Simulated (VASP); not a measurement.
# Pd (I4/mmm) in VASP: notebook

Pd is run at these levels: PBEsol; tasks: single point.

All numbers are computed with VASP 6.6.1; they aren't measurements. Logs are shortened: lines on timing, memory, paths and dates and some standing lists are left out, and cuts for length are marked.

**1. The cell of the first run**

The structure is tetragonal, space group I4/mmm (No. 139). The conventional cell has a = 3.302 Å, b = 3.302 Å, c = 2.987 Å, α = 90.00°, β = 90.00°, γ = 90.00°. Pd (site symmetry 4/mmm) has 14 Pd at 2.77 to 3.30 Å within 3.7 Å.

**2. Single point, PBEsol (strain +0.050 along x and y, -0.050 along z)**

Contents of INCAR:

```
SYSTEM = Pd
PREC     = Accurate       ! precision mode
ENCUT    = 520            ! plane-wave cutoff, eV
EDIFF    = 1E-6           ! SCF threshold, eV
ISMEAR   = 0              ! smearing method
SIGMA    = 0.15           ! smearing width, eV
LREAL    = .FALSE.        ! projectors in reciprocal space
LASPH    = .TRUE.         ! aspherical terms in the spheres
NELM     = 60             ! most SCF steps
ALGO     = Fast           ! electronic algorithm
ISIF     = 2              ! what is computed and relaxed
LWAVE    = .FALSE.        ! write WAVECAR
LCHARG   = .TRUE.         ! write CHGCAR
GGA      = PS             ! functional
LELF     = .TRUE.         ! ELF
LVHAR    = .TRUE.       
NBANDS   = 11             ! bands
```

Contents of KPOINTS:

```
regular mesh
0
G
  22 22 22
  0 0 0
```

Contents of POSCAR:

```
Pd
1.0
   -1.6508950500      1.6508950500      1.4936669500
    1.6508950500     -1.6508950500      1.4936669500
    1.6508950500      1.6508950500     -1.4936669500
Pd
1
Direct
    0.0000000000      0.0000000000      0.0000000000
```

Potentials or basis: VASP PAW PBE potentials, release 64 (Pd).

Started as:

```bash
> cat potpaw_PBE.64/Pd/POTCAR > POTCAR
> mpirun -np 1 vasp_std > vasp.out
```

OUTCAR:

```text
SYSTEM = Pd
   PREC = Accurate
   ENCUT = 520
   EDIFF = 1E-6
   ISMEAR = 0
   LREAL = .FALSE.
   LASPH = .TRUE.
   NELM = 60
   ISIF = 2
   GGA = PS

 ion  position               nearest neighbor table
   1  0.000  0.000  0.000-

  LATTYP: Found a body centered tetragonal cell.
 ALAT       =     3.3017901000
 C/A-ratio  =     0.9047619048

  Lattice vectors:

 A1 = (  -1.6508950500,   1.6508950500,   1.4936669500)
 A2 = (   1.6508950500,  -1.6508950500,   1.4936669500)
 A3 = (   1.6508950500,   1.6508950500,  -1.4936669500)

Analysis of symmetry for initial positions (statically):
=====================================================================
 Subroutine PRICEL returns:
 Original cell was already a primitive cell.

 Routine SETGRP: Setting up the symmetry group for a
 body centered tetragonal supercell.

 Subroutine GETGRP returns: Found 16 space group operations
 (whereof 16 operations were pure point group operations)
 out of a pool of 16 trial point group operations.

The static configuration has the point symmetry D_4h.

Analysis of symmetry for dynamics (positions and initial velocities):
=====================================================================
 Subroutine PRICEL returns:
 Original cell was already a primitive cell.

 Routine SETGRP: Setting up the symmetry group for a
 body centered tetragonal supercell.

 Subroutine GETGRP returns: Found 16 space group operations
 (whereof 16 operations were pure point group operations)
 out of a pool of 16 trial point group operations.

The dynamic configuration has the point symmetry D_4h.

 Subroutine INISYM returns: Found 16 space group operations
 (whereof 16 operations are pure point group operations),
 and found     1 'primitive' translations

----------------------------------------------------------------------------------------

                                     Primitive cell

  volume of cell :      16.2837

  direct lattice vectors                    reciprocal lattice vectors
    -1.650895050  1.650895050  1.493666950     0.000000000  0.302866012  0.334746645
     1.650895050 -1.650895050  1.493666950     0.302866012  0.000000000  0.334746645
     1.650895050  1.650895050 -1.493666950     0.302866012  0.302866012  0.000000000

  length of vectors
     2.771633073  2.771633073  2.771633073     0.451423457  0.451423457  0.428317222

  position of ions in fractional coordinates (direct lattice)
     0.000000000  0.000000000  0.000000000

  ion indices of the primitive-cell ions
   primitive index   ion index
                 1           1

----------------------------------------------------------------------------------------

 KPOINTS: regular mesh

Automatic generation of k-mesh.
 Grid dimensions read from file:
 generate k-points for:   22   22   22

 Generating k-lattice:

  Cartesian coordinates                     Fractional coordinates (reciprocal lattice)
     0.000000000  0.013766637  0.015215757     0.045454545  0.000000000 -0.000000000
     0.013766637  0.000000000  0.015215757     0.000000000  0.045454545 -0.000000000
     0.013766637  0.013766637  0.000000000     0.000000000  0.000000000  0.045454545

  Length of vectors
     0.020519248  0.020519248  0.019468965

  Shift w.r.t. Gamma in fractional coordinates (k-lattice)
     0.000000000  0.000000000  0.000000000

 Subroutine IBZKPT returns following result:
 ===========================================

 Found    834 irreducible k-points:

 Following reciprocal coordinates:
            Coordinates               Weight
  0.000000  0.000000  0.000000      1.000000
  0.045455  0.000000  0.000000      8.000000
  0.090909  0.000000  0.000000      8.000000
  0.136364  0.000000  0.000000      8.000000
  0.181818  0.000000  0.000000      8.000000
  0.227273  0.000000  0.000000      8.000000
[... 16 lines left out ...]
  0.500000  0.045455  0.000000     16.000000
 -0.454545  0.045455  0.000000     16.000000
 [... further k-points ...]
   k-points           NKPTS =    834   k-points in BZ     NKDIM =    834   number of bands    NBANDS=     11
   number of dos      NEDOS =    301   number of ions     NIONS =      1
   total plane-waves  NPLWV =  13824
   dimension x,y,z NGX =    24 NGY =   24 NGZ =   24
   dimension x,y,z NGXF=    48 NGYF=   48 NGZF=   48
   ions per type =               1
   NGX,Y,Z   is equivalent  to a cutoff of  14.40, 14.40, 14.40 a.u.
   NGXF,Y,Z  is equivalent  to a cutoff of  28.79, 28.79, 28.79 a.u.
 SYSTEM =  Pd
   PREC   = accura    normal or accurate (medium, high low for compatibility)
   ISTART =      0    job   : 0-new  1-cont  2-samecut
   ICHARG =      2    charge: 1-file 2-atom 10-const
   ISPIN  =      1    spin polarized calculation?
   LNONCOLLINEAR =      F non collinear calculations
   LSORBIT =      F    spin-orbit coupling
   LASPH  =      T    aspherical Exc in radial PAW
   ENCUT  =  520.0 eV  38.22 Ry    6.18 a.u.   5.15  5.15  5.15*2*pi/ulx,y,z
   NELM   =     60;   NELMIN=  2; NELMDL= -5     # of ELM steps
   EDIFF  = 0.1E-05   stopping-criterion for ELM
   LREAL  =      F    real-space projection
   EDIFFG = 0.1E-04   stopping-criterion for IOM
   NSW    =      0    number of steps for IOM
   IBRION =     -1    ionic relax: 0-MD 1-quasi-New 2-CG
   NFREE  =      0    steps in history (QN), initial steepest desc. (CG)
   ISIF   =      2    stress and relaxation
   ISYM   =      2    0-nonsym 1-usesym 2-fastsym
   POTIM  = 0.5000    time-step for ionic-motion
   TEBEG  =    0.0;   TEEND  =   0.0 temperature during run
   PSTRESS=    0.0 pullay stress
   NELECT =      10.0000    total number of electrons
   NUPDOWN=      -1.0000    fix difference up-down
   EMIN   =  10.00;   EMAX   =-10.00  energy-range for DOS
   EFERMI =   0.00;   METHOD = LEGACY
   ISMEAR =     0;   SIGMA  =   0.15  broadening in eV -4-tet -1-fermi 0-gaus
   EFERMI_NEDOS =   21; number of points for ismear=-14 and -15
   IALGO  =     68    algorithm
   IMIX   =      4    mixing-type and parameters
     AMIX     =   0.40;   BMIX     =  1.00
     AMIX_MAG =   1.60;   BMIX_MAG =  1.00
  volume/ion in A,a.u.               =      16.28       109.89
  Fermi-wavevector in a.u.,A,eV,Ry     =   1.391524  2.629598 26.345480  1.936338
  Thomas-Fermi vector in A             =   2.515354
   LORBIT       =      0    0 simple, 1 ext, 2 COOP (PROOUT), +10 PAW based schemes
   GGA     = PS    functional components
   LHFCALC =     F    Hartree Fock is set to
   AEXX    =    0.0000 exact exchange contribution
   IVDW    =     0    specifies the selected vdW correction
   LEPSILON=     F    determine dielectric tensor
   LRPA    =     F    only Hartree local field effects (RPA)
 non-spin polarized calculation
 RMM-DIIS sequential band-by-band and
 Gauss-broadening in eV      SIGMA  =   0.15
  energy-cutoff  :      520.00
  volume of cell :       16.28
 maximum number of plane-waves:       462
 NGX is ok and might be reduce to    24
   NGX = 11   NGY = 11   NGZ = 11

 number of electron      10.0000002 magnetization

 Free energy of the ion-electron system (eV)
  ---------------------------------------------------
  ext. energy  EPLUGINS =         0.00000000
  ---------------------------------------------------
  free energy    TOTEN  =        -5.82894562 eV

  energy without entropy =       -5.80980558  energy(sigma->0) =       -5.81937560

 E-fermi :   8.0416     XC(G=0): -12.7689

 val. band max:        8.0414246664   @ k =  -0.4091   0.4091   0.2273
 cond. band min:       8.0417621681   @ k =  -0.4091   0.5000   0.1818
 fundamental gap:      0.0003375017
 Fermi energy:         8.0416274296

 k-point     1 :       0.0000    0.0000    0.0000
  band No.  band energies     occupation
      1       1.5505      2.00000
      2       5.1003      2.00000
      3       5.7517      2.00000
      4       5.7517      2.00000
      5       6.7629      2.00000
      6       7.5318      2.00000
      7      26.4816      0.00000
      8      26.4816      0.00000
      9      28.5275      0.00000
     10      34.4212      0.00000
     11      34.5445      0.00000

 k-point     2 :       0.0455    0.0000    0.0000
  band No.  band energies     occupation
      1       1.6269      2.00000
      2       5.1171      2.00000
      3       5.7467      2.00000
      4       5.7573      2.00000
      5       6.7705      2.00000
      6       7.5071      2.00000
      7      26.4943      0.00000
      8      26.5640      0.00000
      9      28.3951      0.00000
     10      33.3216      0.00000
     11      34.2391      0.00000

 k-point     3 :       0.0909    0.0000    0.0000
  band No.  band energies     occupation
      1       1.8516      2.00000
      2       5.1406      2.00000
      3       5.7284      2.00000
      4       5.8022      2.00000
      5       6.7971      2.00000
      6       7.4421      2.00000
      7      26.4900      0.00000
      8      26.8027      0.00000
      9      27.9474      0.00000
     10      32.3327      0.00000
     11      33.1922      0.00000

 k-point     4 :       0.1364    0.0000    0.0000
  band No.  band energies     occupation
      1       2.2082      2.00000
      2       5.1124      2.00000
      3       5.6948      2.00000
      4       5.9476      2.00000
      5       6.8521      2.00000
      6       7.3588      2.00000
      7      26.3190      0.00000
      8      27.1301      0.00000
      9      27.1723      0.00000
     10      31.7867      0.00000
     11      31.9857      0.00000
[... 239 lines left out ...]
 k-point    22 :       0.4545    0.0455   -0.0000
  band No.  band energies     occupation
      1       3.4678      2.00000
      2       4.2736      2.00000
      3       7.0844      2.00000
      4       7.7334      1.99633
      5       8.3216      0.00831
      6      10.0108      0.00000
      7      15.6533      0.00000
      8      22.4037      0.00000
      9      23.8877      0.00000
     10      30.5437      0.00000
     11      31.6796      0.00000

 k-point    23 :       0.5000    0.0455    0.0000
  band No.  band energies     occupation
      1       3.4695      2.00000
      2       4.2763      2.00000
      3       7.1142      2.00000
      4       7.6881      1.99914
      5       8.3174      0.00931
      6       9.9775      0.00000
      7      15.7087      0.00000
      8      22.3979      0.00000
      9      23.8756      0.00000
     10      30.5500      0.00000
     11      31.7010      0.00000

 k-point    24 :      -0.4545    0.0455    0.0000
  band No.  band energies     occupation
      1       3.5147      2.00000
      2       4.3210      2.00000
      3       7.1399      2.00000
      4       7.5650      1.99999
      5       8.1064      0.54156
      6       9.3357      0.00000
      7      16.6683      0.00000
      8      22.5940      0.00000
      9      24.1879      0.00000
     10      30.4208      0.00000
     11      31.6214      0.00000

 [... further k-points ...]

------------------------ aborting loop because EDIFF is reached ----------------------------------------

  FORCE on cell =-STRESS in cart. coord.  units (eV):
  Direction    XX          YY          ZZ          XY          YZ          ZX
  --------------------------------------------------------------------------------------
  -------------------------------------------------------------------------------------
  Total       -1.5594836     -1.5594836     -1.6879518      0.0000000      0.0000000      0.0000000
  in kB     -153.4400355   -153.4400355   -166.0802238      0.0000000      0.0000000      0.0000000
  external PRESSURE =    -157.6534316 kB  Pullay stress =       0.0000000 kB

 VOLUME and BASIS-vectors are now :
 -----------------------------------------------------------------------------
  energy-cutoff  :      520.00
  volume of cell :       16.28
      direct lattice vectors                 reciprocal lattice vectors
    -1.650895050  1.650895050  1.493666950     0.000000000  0.302866012  0.334746645
     1.650895050 -1.650895050  1.493666950     0.302866012  0.000000000  0.334746645
     1.650895050  1.650895050 -1.493666950     0.302866012  0.302866012  0.000000000

 POSITION                                       TOTAL-FORCE (eV/Angst)
 -----------------------------------------------------------------------------------
      0.00000      0.00000      0.00000        -0.000000     -0.000000     -0.000000
 -----------------------------------------------------------------------------------
    total drift:                               -0.000000      0.000000      0.000000

  FREE ENERGIE OF THE ION-ELECTRON SYSTEM (eV)
  ---------------------------------------------------
  free  energy   TOTEN  =        -5.8289456244 eV

  energy  without entropy=       -5.8098055755  energy(sigma->0) =       -5.81937560
```

It took 3 min on 1 thread of AMD EPYC 7R13 (Zen 3), shared host; peak memory 0.23 GiB.

Results:

```yaml
Free_energy: -5.8289 eV
Pressure: -15.8 GPa
Band_gap_on_the_k_mesh: zero (band 5 reaches 8.52 eV, above the bottom of band 6 at 7.17 eV)
```

Caveat: the cell differs from its parent crystal (strain +0.050 along x and y, -0.050 along z); the PAW data sets were made with another functional, which shifts forces and pressure a little.

**3. Single point, PBEsol (strain -0.050 along x and y, +0.050 along z)**

Contents of INCAR:

```
SYSTEM = Pd
  PREC = Accurate
  ENCUT = 520
  EDIFF = 1E-6
  ISMEAR = 0
  SIGMA = 0.15
  LREAL = .FALSE.
  LASPH = .TRUE.
  NELM = 100
  ALGO = Normal
  ISIF = 2
  LWAVE = .FALSE.
  LCHARG = .FALSE.
  GGA = PS
  NBANDS = 11
```

KPOINTS is that of step 2.

Contents of POSCAR:

```
Pd
1.0
   -1.4936669500      1.4936669500      1.6508950500
    1.4936669500     -1.4936669500      1.6508950500
    1.4936669500      1.4936669500     -1.6508950500
Pd
1
Direct
    0.0000000000      0.0000000000      0.0000000000
```

Potentials or basis: VASP PAW PBE potentials, release 64 (Pd).

Started as:

```bash
> cat potpaw_PBE.64/Pd/POTCAR > POTCAR
> mpirun -np 1 vasp_std > vasp.out
```

Run time: 91 s. Hardware: 1 thread of AMD EPYC 7R13 (Zen 3), shared host; peak memory 0.21 GiB.

Results (log left out):

| Property | Result |
| --- | --- |
| Free energy | -5.9233 eV |
| Pressure | -1.4 GPa |
| Band gap on the k mesh | zero (band 5 reaches 10.31 eV, above the bottom of band 6 at 8.73 eV) |

Stress tensor (GPa, compression positive):
```
-2.55  0.00  0.00
 0.00 -2.55  0.00
 0.00  0.00  0.87
```

Levels at points of the mesh, in eV from the Fermi level:
```tsv
k point	band 1	band 2	band 3	band 4	band 5	band 6	band 7	band 8	band 9	band 10
(0.00, 0.00, 0.00)	-7.23	-3.14	-3.14	-2.48	-1.41	-0.68	18.23	20.01	20.01	26.25
(0.50, 0.00, 0.00)	-5.34	-3.89	-1.56	-0.58	0.52	1.12	7.62	15.55	18.68	25.04
(0.50, 0.50, 0.00)	-5.39	-4.66	-0.53	-0.44	0.68	1.82	8.68	14.34	16.19	23.43
(0.50, 0.50, 0.50)	-5.34	-5.22	0.10	0.29	0.29	7.18	10.24	10.24	15.57	18.80
```

Caveat: the cell differs from its parent crystal (strain -0.050 along x and y, +0.050 along z); the PAW data sets were made with another functional, which shifts forces and pressure a little.
